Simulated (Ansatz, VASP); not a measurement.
La in VASP and in Ansatz

```
La
1.0
     3.67854    0.00000    0.00000
    -1.83927    3.18571    0.00000
     0.00000    0.00000    5.90408
La
2
Cartesian
  0.0000 2.1238 1.4760
  1.8393 1.0619 4.4281
```

Alike in both runs: task single point; functional revPBE; k mesh 11 × 11 × 6; occupations fermi-dirac, width 0.1 eV; no spin polarisation.

|  | VASP | Ansatz |
| --- | --- | --- |
| version | VASP 6.6.1 | Ansatz 0.2.0 |
| potentials or method | VASP PAW PBE potentials, release 64 (La), cutoff 520 eV | plane waves (420 eV) with PAW, scalar-relativistic |
| valence electrons in the cell | 22 | 22 |

Ansatz gave:

- pressure (GPa): 3.5
- traceless stress, the component that is largest in VASP (GPa): 0.23

Question: Estimate VASP's values.

Answer: Pressure (GPa): 3.6; traceless stress, the component that is largest in VASP (GPa): 0.24.

VASP's potentials were made for PBE, not for revPBE.

Neither program's run includes spin-orbit coupling.
